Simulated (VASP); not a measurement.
# NbC2 (P4/nmm) in VASP: notebook

The runs below take NbC2 through single point, relaxation of cell and atoms, with PBE.

All numbers are computed with VASP 6.6.1; they aren't measurements. Logs are shortened: lines on timing, memory, paths and dates and some standing lists are left out, and cuts for length are marked.

**1. The cell of the first run**

The structure is tetragonal, space group P4/nmm (No. 129). Conventional cell: a = 2.977 Å, b = 2.977 Å, c = 6.552 Å, α = 90.00°, β = 90.00°, γ = 90.00°. Nb (site symmetry 4mm) has 9 C at 2.21 to 2.36 Å and 4 Nb at 2.98 Å within 3.0 Å. Within 3.0 Å of C (site symmetry -4m2) lie 12 C at 2.11 to 2.98 Å and 4 Nb at 2.30 Å. Within 3.0 Å of C (site symmetry 4mm) lie 5 Nb at 2.21 to 2.36 Å and 12 C at 2.69 to 2.98 Å.

**2. Single point, PBE**

Input file INCAR:

```
SYSTEM = NbC2
PREC = Accurate
ENCUT = 520
EDIFF = 1E-6
ISMEAR = 0
SIGMA = 0.1
LREAL = .FALSE.
LASPH = .TRUE.
NELM = 100
ALGO = Normal
ISIF = 2
LWAVE = .FALSE.
LCHARG = .FALSE.
GGA = PE
NBANDS = 30
```

Input file KPOINTS:

```
regular mesh
0
G
  6 6 4
  0 0 0
```

Input file POSCAR:

```
NbC2
1.0
    2.9772601336      0.0000000000      0.0000000000
    0.0000000000      2.9772601336      0.0000000000
    0.0000000000      0.0000000000      6.5520438202
Nb C
2 4
Direct
    0.0000000000      0.5000000000      0.7314287474
    0.5000000000      0.0000000000      0.2685712526
    0.0000000000      0.0000000000      0.0000000000
    0.5000000000      0.5000000000      0.0000000000
    0.0000000000      0.5000000000      0.3718968791
    0.5000000000      0.0000000000      0.6281031209
```

Potentials or basis: VASP PAW PBE potentials, release 64 (Nb_sv, C).

Started as:

```console
$ cat potpaw_PBE.64/Nb_sv/POTCAR potpaw_PBE.64/C/POTCAR > POTCAR
$ mpirun -np 1 vasp_std > vasp.out
```

OUTCAR:

```text
SYSTEM = NbC2
   PREC = Accurate
   ENCUT = 520
   EDIFF = 1E-6
   ISMEAR = 0
   LREAL = .FALSE.
   LASPH = .TRUE.
   NELM = 100
   ISIF = 2
   GGA = PE

 ion  position               nearest neighbor table
   1  0.000  0.500  0.731-   6 2.21   6 2.21   6 2.21   6 2.21   4 2.30   4 2.30   3 2.30   3 2.30
                             5 2.36
   2  0.500  0.000  0.269-   5 2.21   5 2.21   5 2.21   5 2.21   4 2.30   3 2.30   3 2.30   4 2.30
                             6 2.36
   3  0.000  0.000  0.000-   1 2.30   2 2.30   1 2.30   2 2.30
   4  0.500  0.500  0.000-   1 2.30   2 2.30   2 2.30   1 2.30
   5  0.000  0.500  0.372-   2 2.21   2 2.21   2 2.21   2 2.21   1 2.36
   6  0.500  0.000  0.628-   1 2.21   1 2.21   1 2.21   1 2.21   2 2.36

  LATTYP: Found a simple tetragonal cell.
 ALAT       =     2.9772601336
 C/A-ratio  =     2.2006957828

  Lattice vectors:

 A1 = (   2.9772601336,   0.0000000000,   0.0000000000)
 A2 = (   0.0000000000,   2.9772601336,   0.0000000000)
 A3 = (   0.0000000000,   0.0000000000,   6.5520438202)

Analysis of symmetry for initial positions (statically):
=====================================================================
 Subroutine PRICEL returns:
 Original cell was already a primitive cell.

 Routine SETGRP: Setting up the symmetry group for a
 simple tetragonal supercell.

 Subroutine GETGRP returns: Found 16 space group operations
 (whereof  8 operations were pure point group operations)
 out of a pool of 16 trial point group operations.

The static configuration has the point symmetry D_2d.
 The point group associated with its full space group is D_4h.

Analysis of symmetry for dynamics (positions and initial velocities):
=====================================================================
 Subroutine PRICEL returns:
 Original cell was already a primitive cell.

 Routine SETGRP: Setting up the symmetry group for a
 simple tetragonal supercell.

 Subroutine GETGRP returns: Found 16 space group operations
 (whereof  8 operations were pure point group operations)
 out of a pool of 16 trial point group operations.

The dynamic configuration has the point symmetry D_2d.
 The point group associated with its full space group is D_4h.

 Subroutine INISYM returns: Found 16 space group operations
 (whereof  8 operations are pure point group operations),
 and found     1 'primitive' translations

----------------------------------------------------------------------------------------

                                     Primitive cell

  volume of cell :      58.0778

  direct lattice vectors                    reciprocal lattice vectors
     2.977260134  0.000000000  0.000000000     0.335879283  0.000000000  0.000000000
     0.000000000  2.977260134  0.000000000     0.000000000  0.335879283  0.000000000
     0.000000000  0.000000000  6.552043820     0.000000000  0.000000000  0.152624132

  length of vectors
     2.977260134  2.977260134  6.552043820     0.335879283  0.335879283  0.152624132

  position of ions in fractional coordinates (direct lattice)
     0.000000000  0.500000000  0.731428747
     0.500000000  0.000000000  0.268571253
     0.000000000  0.000000000  0.000000000
     0.500000000  0.500000000  0.000000000
     0.000000000  0.500000000  0.371896879
     0.500000000  0.000000000  0.628103121

  ion indices of the primitive-cell ions
   primitive index   ion index
                 1           1
                 2           2
                 3           3
                 4           4
                 5           5
                 6           6

----------------------------------------------------------------------------------------

 KPOINTS: regular mesh

Automatic generation of k-mesh.
 Grid dimensions read from file:
 generate k-points for:    6    6    4

 Generating k-lattice:

  Cartesian coordinates                     Fractional coordinates (reciprocal lattice)
     0.055979881  0.000000000  0.000000000     0.166666667  0.000000000  0.000000000
     0.000000000  0.055979881  0.000000000     0.000000000  0.166666667  0.000000000
     0.000000000  0.000000000  0.038156033     0.000000000  0.000000000  0.250000000

  Length of vectors
     0.055979881  0.055979881  0.038156033

  Shift w.r.t. Gamma in fractional coordinates (k-lattice)
     0.000000000  0.000000000  0.000000000

 Subroutine IBZKPT returns following result:
 ===========================================

 Found     30 irreducible k-points:

 Following reciprocal coordinates:
            Coordinates               Weight
  0.000000  0.000000  0.000000      1.000000
  0.166667  0.000000  0.000000      4.000000
  0.333333  0.000000  0.000000      4.000000
  0.500000  0.000000  0.000000      2.000000
  0.166667  0.166667  0.000000      4.000000
  0.333333  0.166667  0.000000      8.000000
[... 16 lines left out ...]
  0.333333  0.000000  0.500000      4.000000
  0.500000  0.000000  0.500000      2.000000
 [... further k-points ...]
   k-points           NKPTS =     30   k-points in BZ     NKDIM =     30   number of bands    NBANDS=     30
   number of dos      NEDOS =    301   number of ions     NIONS =      6
   total plane-waves  NPLWV =  28800
   dimension x,y,z NGX =    24 NGY =   24 NGZ =   50
   dimension x,y,z NGXF=    48 NGYF=   48 NGZF=  100
   ions per type =               2   4
   NGX,Y,Z   is equivalent  to a cutoff of  13.40, 13.40, 12.69 a.u.
   NGXF,Y,Z  is equivalent  to a cutoff of  26.80, 26.80, 25.37 a.u.
 SYSTEM =  NbC2
   PREC   = accura    normal or accurate (medium, high low for compatibility)
   ISTART =      0    job   : 0-new  1-cont  2-samecut
   ICHARG =      2    charge: 1-file 2-atom 10-const
   ISPIN  =      1    spin polarized calculation?
   LNONCOLLINEAR =      F non collinear calculations
   LSORBIT =      F    spin-orbit coupling
   LASPH  =      T    aspherical Exc in radial PAW
   ENCUT  =  520.0 eV  38.22 Ry    6.18 a.u.   5.54  5.54 12.18*2*pi/ulx,y,z
   NELM   =    100;   NELMIN=  2; NELMDL= -5     # of ELM steps
   EDIFF  = 0.1E-05   stopping-criterion for ELM
   LREAL  =      F    real-space projection
[... 7 lines left out ...]
   TEBEG  =    0.0;   TEEND  =   0.0 temperature during run
   PSTRESS=    0.0 pullay stress
   NELECT =      42.0000    total number of electrons
   NUPDOWN=      -1.0000    fix difference up-down
   EMIN   =  10.00;   EMAX   =-10.00  energy-range for DOS
   EFERMI =   0.00;   METHOD = LEGACY
   ISMEAR =     0;   SIGMA  =   0.10  broadening in eV -4-tet -1-fermi 0-gaus
   EFERMI_NEDOS =   21; number of points for ismear=-14 and -15
   IALGO  =     38    algorithm
   IMIX   =      4    mixing-type and parameters
     AMIX     =   0.40;   BMIX     =  1.00
     AMIX_MAG =   1.60;   BMIX_MAG =  1.00
  volume/ion in A,a.u.               =       9.68        65.32
  Fermi-wavevector in a.u.,A,eV,Ry     =   1.469449  2.776856 29.378787  2.159280
  Thomas-Fermi vector in A             =   2.584825
   LORBIT       =      0    0 simple, 1 ext, 2 COOP (PROOUT), +10 PAW based schemes
   GGA     = PE    functional components
   LHFCALC =     F    Hartree Fock is set to
   AEXX    =    0.0000 exact exchange contribution
   IVDW    =     0    specifies the selected vdW correction
   LEPSILON=     F    determine dielectric tensor
   LRPA    =     F    only Hartree local field effects (RPA)
 non-spin polarized calculation
 Gauss-broadening in eV      SIGMA  =   0.10
  energy-cutoff  :      520.00
  volume of cell :       58.08
 maximum number of plane-waves:      1585
 NGX is ok and might be reduce to    24
   NGX = 11   NGY = 11   NGZ = 25

 number of electron      42.0000004 magnetization

 Free energy of the ion-electron system (eV)
  ---------------------------------------------------
  ext. energy  EPLUGINS =         0.00000000
  ---------------------------------------------------
  free energy    TOTEN  =       -53.14635545 eV

  energy without entropy =      -53.13819458  energy(sigma->0) =      -53.14227501

 E-fermi :  10.1838     XC(G=0): -13.0416

 val. band max:       10.1375954500   @ k =   0.1667   0.0000   0.2500
 cond. band min:      10.2031545734   @ k =   0.1667   0.0000   0.5000
 fundamental gap:      0.0655591234
 Fermi energy:        10.1837584196

 k-point     1 :       0.0000    0.0000    0.0000
  band No.  band energies     occupation
      1     -44.1418      2.00000
      2     -44.1285      2.00000
      3     -20.4935      2.00000
      4     -20.2572      2.00000
      5     -19.9170      2.00000
      6     -19.9170      2.00000
[... 22 lines left out ...]
     29      14.9183      0.00000
     30      17.0573      0.00000

 k-point     2 :       0.1667    0.0000    0.0000
  band No.  band energies     occupation
      1     -44.1227      2.00000
      2     -44.1112      2.00000
      3     -20.4515      2.00000
      4     -20.2471      2.00000
      5     -20.1148      2.00000
      6     -20.0921      2.00000
[... 22 lines left out ...]
     29      15.4501      0.00000
     30      16.2659      0.00000

 k-point     3 :       0.3333    0.0000    0.0000
  band No.  band energies     occupation
      1     -44.0837      2.00000
      2     -44.0769      2.00000
      3     -20.4975      2.00000
      4     -20.4869      2.00000
      5     -20.3507      2.00000
      6     -20.2331      2.00000
[... 22 lines left out ...]
     29      15.0354      0.00000
     30      15.6701      0.00000

 k-point     4 :       0.5000    0.0000    0.0000
  band No.  band energies     occupation
      1     -44.0618      2.00000
      2     -44.0618      2.00000
      3     -20.6759      2.00000
      4     -20.6759      2.00000
      5     -20.2655      2.00000
      6     -20.2655      2.00000
[... 616 lines left out ...]
     29      15.3854      0.00000
     30      15.6183      0.00000

 k-point    23 :       0.3333    0.0000    0.5000
  band No.  band energies     occupation
      1     -44.0822      2.00000
      2     -44.0784      2.00000
      3     -20.5060      2.00000
      4     -20.5023      2.00000
      5     -20.2933      2.00000
      6     -20.2660      2.00000
[... 22 lines left out ...]
     29      15.1905      0.00000
     30      15.8214      0.00000

 k-point    24 :       0.5000    0.0000    0.5000
  band No.  band energies     occupation
      1     -44.0618      2.00000
      2     -44.0618      2.00000
      3     -20.6835      2.00000
      4     -20.6835      2.00000
      5     -20.2570      2.00000
      6     -20.2570      2.00000
[... 22 lines left out ...]
     29      15.8241      0.00000
     30      15.8250      0.00000

 [... further k-points ...]

------------------------ aborting loop because EDIFF is reached ----------------------------------------

  FORCE on cell =-STRESS in cart. coord.  units (eV):
  Direction    XX          YY          ZZ          XY          YZ          ZX
  --------------------------------------------------------------------------------------
  -------------------------------------------------------------------------------------
  Total       -0.1682881     -0.1682881     -0.2475891      0.0000000      0.0000000      0.0000000
  in kB       -4.6425181     -4.6425181     -6.8301742      0.0000000      0.0000000      0.0000000
  external PRESSURE =      -5.3717368 kB  Pullay stress =       0.0000000 kB

 VOLUME and BASIS-vectors are now :
 -----------------------------------------------------------------------------
  energy-cutoff  :      520.00
  volume of cell :       58.08
      direct lattice vectors                 reciprocal lattice vectors
     2.977260134  0.000000000  0.000000000     0.335879283  0.000000000  0.000000000
     0.000000000  2.977260134  0.000000000     0.000000000  0.335879283  0.000000000
     0.000000000  0.000000000  6.552043820     0.000000000  0.000000000  0.152624132

 POSITION                                       TOTAL-FORCE (eV/Angst)
 -----------------------------------------------------------------------------------
      0.00000      1.48863      4.79235         0.000000     -0.000000      0.010376
      1.48863      0.00000      1.75969         0.000000      0.000000     -0.010376
      0.00000      0.00000      0.00000         0.000000     -0.000000      0.000000
      1.48863      1.48863      0.00000         0.000000      0.000000      0.000000
      0.00000      1.48863      2.43668        -0.000000      0.000000     -0.001103
      1.48863      0.00000      4.11536         0.000000      0.000000      0.001103
 -----------------------------------------------------------------------------------
    total drift:                                0.000000     -0.000000      0.000000

  FREE ENERGIE OF THE ION-ELECTRON SYSTEM (eV)
  ---------------------------------------------------
  free  energy   TOTEN  =       -53.1463554498 eV

  energy  without entropy=      -53.1381945800  energy(sigma->0) =      -53.14227501
```

Run time: 21 s. Hardware: 1 thread of Intel Xeon 6975P-C (Granite Rapids), shared host; peak memory 0.19 GiB.

What came out:

- Free energy: -53.1464 eV
- Pressure: -0.5 GPa
- Largest force: 0.010 eV/Å
- Band gap on the k mesh: zero (bands 21 and 22 overlap by 2.10 eV)

Forces on the atoms (eV/Å):
```
Nb   0.000  0.000  0.010
Nb   0.000  0.000 -0.010
C    0.000  0.000  0.000
C    0.000  0.000  0.000
C    0.000  0.000 -0.001
C    0.000  0.000  0.001
```

Levels at points of the mesh, in eV from the Fermi level:
```tsv
k point	band 19	band 20	band 21	band 22	band 23	band 24
(0.00, 0.00, 0.00)	-0.65	0.34	1.05	1.05	2.20	3.33
(0.50, 0.00, 0.00)	-0.55	-0.55	-0.35	-0.35	2.15	2.15
(0.50, 0.50, 0.00)	-2.03	-2.03	-0.24	-0.24	5.26	5.26
(0.00, 0.00, 0.50)	-1.24	0.78	1.36	1.64	1.64	3.39
(0.50, 0.00, 0.50)	-0.84	-0.84	-0.17	-0.17	2.54	2.54
(0.50, 0.50, 0.50)	-0.92	-0.92	-0.59	-0.59	4.70	4.70
```

**3. Single point, PBE**

Input file INCAR:

```
SYSTEM = NbC2
PREC     = Accurate       ! precision mode
ENCUT    = 520            ! plane-wave cutoff, eV
EDIFF    = 1E-6           ! SCF threshold, eV
ISMEAR   = 0              ! smearing method
SIGMA    = 0.1            ! smearing width, eV
LREAL    = .FALSE.        ! projectors in reciprocal space
LASPH    = .TRUE.         ! aspherical terms in the spheres
NELM     = 80             ! most SCF steps
ALGO     = Normal         ! electronic algorithm
ISIF     = 2              ! what is computed and relaxed
LWAVE    = .FALSE.        ! write WAVECAR
LCHARG   = .FALSE.        ! write CHGCAR
GGA      = PE             ! functional
NBANDS   = 30             ! bands
```

Input file KPOINTS:

```
regular mesh
0
G
  12 12 6
  0 0 0
```

Input file POSCAR:

```
NbC2
1.0
    2.9741474798      0.0000000000      0.0000000000
    0.0000000000      2.9741474798      0.0000000000
    0.0000000000      0.0000000000      6.5654781125
Nb C
2 4
Direct
    0.0000000000      0.5000000000      0.7297542786
    0.5000000000      0.0000000000      0.2702457214
    0.0000000000      0.0000000000      0.0000000000
    0.5000000000      0.5000000000      0.0000000000
    0.0000000000      0.5000000000      0.3711198555
    0.5000000000      0.0000000000      0.6288801445
```

Potentials or basis: VASP PAW PBE potentials, release 64 (Nb_sv, C).

Started as:

```console
$ cat potpaw_PBE.64/Nb_sv/POTCAR potpaw_PBE.64/C/POTCAR > POTCAR
$ mpirun -np 1 vasp_std > vasp.out
```

Run time: 76 s. Hardware: 1 thread of Intel Xeon 6975P-C (Granite Rapids), shared host; peak memory 0.28 GiB.

Results (log left out):

- Free energy: -53.1704 eV
- Pressure: -0.4 GPa
- Largest force: 0.008 eV/Å
- Band gap on the k mesh: zero (bands 21 and 22 overlap by 2.21 eV)

Forces in eV/Å, atoms in the order of the input:
```
Nb   0.000  0.000  0.008
Nb   0.000  0.000 -0.008
C    0.000  0.000  0.000
C    0.000  0.000  0.000
C    0.000  0.000 -0.001
C    0.000  0.000  0.001
```

Levels at points of the mesh, in eV from the Fermi level:
| k point | band 19 | band 20 | band 21 | band 22 | band 23 | band 24 |
| --- | --- | --- | --- | --- | --- | --- |
| (0.00, 0.00, 0.00) | -0.85 | 0.03 | 0.86 | 0.86 | 1.98 | 3.11 |
| (0.50, 0.00, 0.00) | -0.76 | -0.76 | -0.51 | -0.51 | 1.95 | 1.95 |
| (0.50, 0.50, 0.00) | -2.21 | -2.21 | -0.44 | -0.44 | 5.08 | 5.08 |
| (0.00, 0.00, 0.50) | -1.42 | 0.48 | 1.16 | 1.42 | 1.42 | 3.17 |
| (0.50, 0.00, 0.50) | -1.03 | -1.03 | -0.39 | -0.39 | 2.32 | 2.32 |
| (0.50, 0.50, 0.50) | -1.13 | -1.13 | -0.79 | -0.79 | 4.46 | 4.46 |

[end of part 1 of 2]

The gap in the log of VASP goes by the Fermi energy; the results here count the filled bands.